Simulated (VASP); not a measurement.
# K2Sb6F (Fm-3m) in VASP: single point with PBE

Aim: the single point of K2Sb6F with PBE.

Everything below comes from runs of VASP 6.6.1. Logs are shortened: lines on timing, memory, paths and dates and some standing lists are left out, and cuts for length are marked.

## Step 1: The cell of the first run

It takes space group Fm-3m (No. 225, cubic). Conventional cell: a = 10.188 Å, b = 10.188 Å, c = 10.188 Å, α = 90.00°, β = 90.00°, γ = 90.00°. F (site symmetry m-3m) has 6 Sb at 2.44 Å within 3.2 Å. Within 3.2 Å of Sb (site symmetry 4mm) lie 1 F at 2.44 Å. Within 4.7 Å of K (site symmetry -43m) lie 12 Sb at 3.60 Å and 4 F at 4.41 Å.

## Step 2: Single point, PBE

Input file POSCAR:

```
K2Sb6F
1.0
    0.0000000000      5.0941800000      5.0941800000
    5.0941800000      0.0000000000      5.0941800000
    5.0941800000      5.0941800000      0.0000000000
F Sb K
1 6 2
Direct
    0.0000000000      0.0000000000      0.0000000000
    0.7601000000      0.2399000000      0.7601000000
    0.7601000000      0.2399000000      0.2399000000
    0.2399000000      0.7601000000      0.2399000000
    0.2399000000      0.7601000000      0.7601000000
    0.7601000000      0.7601000000      0.2399000000
    0.2399000000      0.2399000000      0.7601000000
    0.7500000000      0.7500000000      0.7500000000
    0.2500000000      0.2500000000      0.2500000000
```

Input file INCAR.step1:

```
SYSTEM = K2Sb6F
PREC = Accurate
ENCUT = 520
EDIFF = 1E-6
ISMEAR = 0
SIGMA = 0.0328
LREAL = .FALSE.
LASPH = .TRUE.
NELM = 80
ALGO = Normal
ISIF = 2
LWAVE = .FALSE.
LCHARG = .TRUE.
GGA = PE
NBANDS = 38
```

Input file KPOINTS.step1:

```
Automatic mesh
0
G
  6 6 6
  0 0 0
```

Input file INCAR.step2:

```
SYSTEM = K2Sb6F
PREC = Accurate
ENCUT = 520
EDIFF = 1E-6
ISMEAR = -5
SIGMA = 0.0328
LREAL = .FALSE.
LASPH = .TRUE.
NELM = 80
ALGO = Normal
ISIF = 2
LWAVE = .FALSE.
LCHARG = .FALSE.
GGA = PE
LORBIT = 11
NEDOS = 2001
ICHARG = 11
```

Input file KPOINTS.step2:

```
Automatic mesh
0
G
  9 9 9
  0 0 0
```

Potentials or basis: VASP PAW PBE potentials, release 64 (F, Sb, K_sv).

Started as:

```bash
$ cat potpaw_PBE.64/F/POTCAR potpaw_PBE.64/Sb/POTCAR potpaw_PBE.64/K_sv/POTCAR > POTCAR
$ cp INCAR.step1 INCAR
$ cp KPOINTS.step1 KPOINTS
$ mpirun -np 1 vasp_std > vasp.out
$ cp INCAR.step2 INCAR
$ cp KPOINTS.step2 KPOINTS
$ mpirun -np 1 vasp_std > vasp.out
```

OUTCAR:

```text
SYSTEM = K2Sb6F
   PREC = Accurate
   ENCUT = 520
   EDIFF = 1E-6
   ISMEAR = -5
   LREAL = .FALSE.
   LASPH = .TRUE.
   NELM = 80
   ISIF = 2
   GGA = PE
   LORBIT = 11
   ICHARG = 11

 ion  position               nearest neighbor table
   1  0.000  0.000  0.000-   2 2.44   3 2.44   4 2.44   5 2.44   6 2.44   7 2.44
   2  0.760  0.240  0.760-   1 2.44   3 3.46   5 3.46   6 3.46   7 3.46   8 3.60   8 3.60   9 3.60
                             9 3.60   6 3.75   5 3.75   7 3.75   3 3.75
   3  0.760  0.240  0.240-   1 2.44   2 3.46   4 3.46   6 3.46   7 3.46   8 3.60   8 3.60   9 3.60
                             9 3.60   6 3.75   4 3.75   7 3.75   2 3.75
   4  0.240  0.760  0.240-   1 2.44   3 3.46   5 3.46   6 3.46   7 3.46   8 3.60   8 3.60   9 3.60
                             9 3.60   5 3.75   6 3.75   7 3.75   3 3.75
   5  0.240  0.760  0.760-   1 2.44   2 3.46   4 3.46   6 3.46   7 3.46   8 3.60   8 3.60   9 3.60
                             9 3.60   4 3.75   6 3.75   7 3.75   2 3.75
   6  0.760  0.760  0.240-   1 2.44   2 3.46   3 3.46   4 3.46   5 3.46   9 3.60   9 3.60   8 3.60
                             8 3.60   2 3.75   5 3.75   4 3.75   3 3.75
   7  0.240  0.240  0.760-   1 2.44   2 3.46   3 3.46   4 3.46   5 3.46   8 3.60   8 3.60   9 3.60
                             9 3.60   4 3.75   3 3.75   5 3.75   2 3.75
   8  0.750  0.750  0.750-   7 3.60   7 3.60   6 3.60   3 3.60   4 3.60   6 3.60   2 3.60   3 3.60
                             2 3.60   4 3.60   5 3.60   5 3.60
   9  0.250  0.250  0.250-   6 3.60   6 3.60   2 3.60   4 3.60   5 3.60   3 3.60   2 3.60   5 3.60
                             7 3.60   3 3.60   4 3.60   7 3.60

  LATTYP: Found a face centered cubic cell.
 ALAT       =    10.1883600000

  Lattice vectors:

 A1 = (   0.0000000000,   5.0941800000,   5.0941800000)
 A2 = (   5.0941800000,   0.0000000000,   5.0941800000)
 A3 = (   5.0941800000,   5.0941800000,   0.0000000000)

Analysis of symmetry for initial positions (statically):
=====================================================================
 Subroutine PRICEL returns:
 Original cell was already a primitive cell.

 Routine SETGRP: Setting up the symmetry group for a
 face centered cubic supercell.

 Subroutine GETGRP returns: Found 48 space group operations
 (whereof 48 operations were pure point group operations)
 out of a pool of 48 trial point group operations.

The static configuration has the point symmetry O_h .

Analysis of symmetry for dynamics (positions and initial velocities):
=====================================================================
 Subroutine PRICEL returns:
 Original cell was already a primitive cell.

 Routine SETGRP: Setting up the symmetry group for a
 face centered cubic supercell.

 Subroutine GETGRP returns: Found 48 space group operations
 (whereof 48 operations were pure point group operations)
 out of a pool of 48 trial point group operations.

The dynamic configuration has the point symmetry O_h .

 Subroutine INISYM returns: Found 48 space group operations
 (whereof 48 operations are pure point group operations),
 and found     1 'primitive' translations

----------------------------------------------------------------------------------------

                                     Primitive cell

  volume of cell :     264.3948

  direct lattice vectors                    reciprocal lattice vectors
     0.000000000  5.094180000  5.094180000    -0.098151224  0.098151224  0.098151224
     5.094180000  0.000000000  5.094180000     0.098151224 -0.098151224  0.098151224
     5.094180000  5.094180000  0.000000000     0.098151224  0.098151224 -0.098151224

  length of vectors
     7.204258445  7.204258445  7.204258445     0.170002906  0.170002906  0.170002906

  position of ions in fractional coordinates (direct lattice)
     0.000000000  0.000000000  0.000000000
     0.760100000  0.239900000  0.760100000
     0.760100000  0.239900000  0.239900000
     0.239900000  0.760100000  0.239900000
     0.239900000  0.760100000  0.760100000
     0.760100000  0.760100000  0.239900000
     0.239900000  0.239900000  0.760100000
     0.750000000  0.750000000  0.750000000
     0.250000000  0.250000000  0.250000000

  ion indices of the primitive-cell ions
   primitive index   ion index
                 1           1
                 2           2
                 3           3
                 4           4
                 5           5
                 6           6
                 7           7
                 8           8
                 9           9
[... 28 lines left out ...]

 Following reciprocal coordinates:
            Coordinates               Weight
  0.000000  0.000000  0.000000      1.000000
  0.111111  0.000000  0.000000      8.000000
  0.222222  0.000000  0.000000      8.000000
  0.333333  0.000000  0.000000      8.000000
  0.444444  0.000000  0.000000      8.000000
  0.111111  0.111111  0.000000      6.000000
[... 16 lines left out ...]
 -0.333333  0.333333  0.000000     12.000000
  0.444444  0.444444  0.000000      6.000000
 [... further k-points ...]
   k-points           NKPTS =     35   k-points in BZ     NKDIM =     35   number of bands    NBANDS=     33
   number of dos      NEDOS =   2001   number of ions     NIONS =      9
   total plane-waves  NPLWV = 157464
   dimension x,y,z NGX =    54 NGY =   54 NGZ =   54
   dimension x,y,z NGXF=   108 NGYF=  108 NGZF=  108
   ions per type =               1   6   2
   NGX,Y,Z   is equivalent  to a cutoff of  12.46, 12.46, 12.46 a.u.
   NGXF,Y,Z  is equivalent  to a cutoff of  24.92, 24.92, 24.92 a.u.
 SYSTEM =  K2Sb6F
   PREC   = accura    normal or accurate (medium, high low for compatibility)
   ISTART =      0    job   : 0-new  1-cont  2-samecut
   ICHARG =     11    charge: 1-file 2-atom 10-const
   ISPIN  =      1    spin polarized calculation?
   LNONCOLLINEAR =      F non collinear calculations
   LSORBIT =      F    spin-orbit coupling
   LASPH  =      T    aspherical Exc in radial PAW
   ENCUT  =  520.0 eV  38.22 Ry    6.18 a.u.  13.40 13.40 13.40*2*pi/ulx,y,z
   NELM   =     80;   NELMIN=  2; NELMDL=  0     # of ELM steps
   EDIFF  = 0.1E-05   stopping-criterion for ELM
   LREAL  =      F    real-space projection
   EDIFFG = 0.1E-04   stopping-criterion for IOM
   NSW    =      0    number of steps for IOM
   IBRION =     -1    ionic relax: 0-MD 1-quasi-New 2-CG
   NFREE  =      0    steps in history (QN), initial steepest desc. (CG)
   ISIF   =      2    stress and relaxation
   ISYM   =      2    0-nonsym 1-usesym 2-fastsym
   POTIM  = 0.5000    time-step for ionic-motion
   TEBEG  =    0.0;   TEEND  =   0.0 temperature during run
   PSTRESS=    0.0 pullay stress
   NELECT =      55.0000    total number of electrons
   NUPDOWN=      -1.0000    fix difference up-down
   EMIN   =  10.00;   EMAX   =-10.00  energy-range for DOS
   EFERMI =   0.00;   METHOD = LEGACY
   ISMEAR =    -5;   SIGMA  =   0.03  broadening in eV -4-tet -1-fermi 0-gaus
   EFERMI_NEDOS =   21; number of points for ismear=-14 and -15
   IALGO  =     38    algorithm
   IMIX   =      4    mixing-type and parameters
     AMIX     =   0.40;   BMIX     =  1.00
     AMIX_MAG =   1.60;   BMIX_MAG =  1.00
  volume/ion in A,a.u.               =      29.38       198.25
  Fermi-wavevector in a.u.,A,eV,Ry     =   0.970014  1.833061 12.802098  0.940928
  Thomas-Fermi vector in A             =   2.100114
   LORBIT       =     11    0 simple, 1 ext, 2 COOP (PROOUT), +10 PAW based schemes
   GGA     = PE    functional components
   LHFCALC =     F    Hartree Fock is set to
   AEXX    =    0.0000 exact exchange contribution
   IVDW    =     0    specifies the selected vdW correction
   LEPSILON=     F    determine dielectric tensor
   LRPA    =     F    only Hartree local field effects (RPA)
 non-spin polarized calculation
 Fermi weights with tetrahedron method with Bloechl corrections
  energy-cutoff  :      520.00
  volume of cell :      264.39
 maximum number of plane-waves:      7156
 NGX is ok and might be reduce to    54

 number of electron      55.0000018 magnetization

 Free energy of the ion-electron system (eV)
  ---------------------------------------------------
  ext. energy  EPLUGINS =         0.00000000
  ---------------------------------------------------
  free energy    TOTEN  =       -29.54293180 eV

  energy without entropy =      -29.54293180  energy(sigma->0) =      -29.54293180

 E-fermi :   4.7560     XC(G=0):  -9.1302

 val. band max:        4.7739408931   @ k =   0.3333   0.2222   0.1111
 cond. band min:       4.6945675101   @ k =  -0.4444   0.4444   0.0000
 fundamental gap:     -0.0793733830
 Fermi energy:         4.7559755067

 k-point     1 :       0.0000    0.0000    0.0000
  band No.  band energies     occupation
      1     -25.1848      2.00000
      2     -25.1826      2.00000
      3     -20.4535      2.00000
      4      -8.7683      2.00000
      5      -8.7683      2.00000
      6      -8.7683      2.00000
[... 853 lines left out ...]
     32       5.5918      0.00000
     33       7.2646      0.00000

 [... further k-points ...]

------------------------ aborting loop because EDIFF is reached ----------------------------------------

  FORCE on cell =-STRESS in cart. coord.  units (eV):
  Direction    XX          YY          ZZ          XY          YZ          ZX
  --------------------------------------------------------------------------------------
  -------------------------------------------------------------------------------------
  Total       -0.7015957     -0.7015957     -0.7015957     -0.0000000      0.0000000      0.0000000
  in kB       -4.2515241     -4.2515241     -4.2515241     -0.0000000      0.0000000      0.0000000
  external PRESSURE =      -4.2515241 kB  Pullay stress =       0.0000000 kB

 VOLUME and BASIS-vectors are now :
 -----------------------------------------------------------------------------
  energy-cutoff  :      520.00
  volume of cell :      264.39
      direct lattice vectors                 reciprocal lattice vectors
     0.000000000  5.094180000  5.094180000    -0.098151224  0.098151224  0.098151224
     5.094180000  0.000000000  5.094180000     0.098151224 -0.098151224  0.098151224
     5.094180000  5.094180000  0.000000000     0.098151224  0.098151224 -0.098151224

 POSITION                                       TOTAL-FORCE (eV/Angst)
 -----------------------------------------------------------------------------------
      0.00000      0.00000      0.00000        -0.000000     -0.000000      0.000000
      5.09418      7.74417      5.09418        -0.000000     -1.016562      0.000000
      2.44419      5.09418      5.09418         1.016562     -0.000000      0.000000
      5.09418      2.44419      5.09418        -0.000000      1.016562      0.000000
      7.74417      5.09418      5.09418        -1.016562     -0.000000      0.000000
      5.09418      5.09418      7.74417        -0.000000     -0.000000     -1.016562
      5.09418      5.09418      2.44419        -0.000000     -0.000000      1.016562
      7.64127      7.64127      7.64127        -0.000000     -0.000000      0.000000
      2.54709      2.54709      2.54709        -0.000000     -0.000000     -0.000000
 -----------------------------------------------------------------------------------
    total drift:                               -0.000000     -0.000000      0.000000

  FREE ENERGIE OF THE ION-ELECTRON SYSTEM (eV)
  ---------------------------------------------------
  free  energy   TOTEN  =       -29.5429317988 eV

  energy  without entropy=      -29.5429317988  energy(sigma->0) =      -29.54293180

 total charge

# of ion       s       p       d       tot
------------------------------------------
    1        1.776   4.320   0.000   6.096
    2        1.243   1.037   0.020   2.299
    3        1.243   1.037   0.020   2.299
    4        1.243   1.037   0.020   2.299
    5        1.243   1.037   0.020   2.299
    6        1.243   1.037   0.020   2.299
    7        1.243   1.037   0.020   2.299
    8        1.964   5.583   0.048   7.595
    9        1.964   5.583   0.048   7.595
--------------------------------------------------
tot         13.161  21.707   0.215  35.084
```

It took 8.5 min on 1 thread of Intel Xeon Platinum 8259CL at 2.50GHz (Skylake/Cascade Lake), shared host; peak memory 0.54 GiB.

Results:

```yaml
Valence_electrons_inside_the_program's_atomic_spheres: F 6.10; Sb 2.30; K 7.59
```

Caveat: spin-orbit coupling is left out, which moves the levels of the heavy elements; an odd number of electrons without spin polarisation forces a metal; a magnetic or distorted state may lie lower; tetrahedron occupations give inexact forces and stress in metals.
